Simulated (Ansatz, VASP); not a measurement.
## Sr in VASP and in Ansatz

The input INCAR:

```
SYSTEM = Sr
  PREC = Accurate
  ENCUT = 520
  EDIFF = 1E-7
  ISMEAR = -1
  SIGMA = 0.15
  LREAL = .FALSE.
  LASPH = .TRUE.
  NELM = 80
  ALGO = Normal
  ISIF = 2
  LWAVE = .FALSE.
  LCHARG = .FALSE.
  GGA = CA
  NBANDS = 17
```

Contents of KPOINTS:

```
Automatic mesh
0
G
  7 7 4
  0 0 0
```

POSCAR

```
Sr
1.0
    4.3100000000      0.0000000000      0.0000000000
   -2.1550000000      3.7325694900      0.0000000000
    0.0000000000      0.0000000000      7.0500000000
Sr
2
Direct
    0.3333333333      0.6666666667      0.2500000000
    0.6898685228      0.3333333333      0.7500000000
```

Input for Ansatz:

```yaml
crystal:
  lattice:
    - [4.31, 0.0, 0.0]
    - [-2.155, 3.73256949, 0.0]
    - [0.0, 0.0, 7.05]
  atoms:
    - { symbol: Sr, position: [0.33333333333333337, 0.6666666666666667, 0.25] }
    - { symbol: Sr, position: [0.6898685228151585, 0.33333333333333337, 0.75] }
kpoints:
  mp_grid:
    grid: [7, 7, 4]
hamiltonian:
  xc: lda
scf:
  occupations:
    method: fermi_dirac
    width: 0.15
output:
  forces: true
```

Alike in both runs: task single point; functional LDA; k mesh 7 × 7 × 4; occupations fermi-dirac, width 0.15 eV; no spin polarisation.

```csv
,VASP,Ansatz
version,VASP 6.6.1,Ansatz 0.2.0
potentials or method,"VASP PAW LDA potentials, release 64 (Sr_sv)","plane waves, PAW"
plane-wave cutoff (eV),520,420
valence electrons in the cell,20,20
```

|  | VASP | Ansatz | Ansatz less VASP |
| --- | --- | --- | --- |
| rms of the force components (eV/Å) | 0.017 | 0.017 | 0.0000 |

LDA's correlation is that of Perdew and Zunger in VASP and of Perdew and Wang (1992) in Ansatz. Atom by atom the forces differ by 0.000 eV/Å (rms over components).
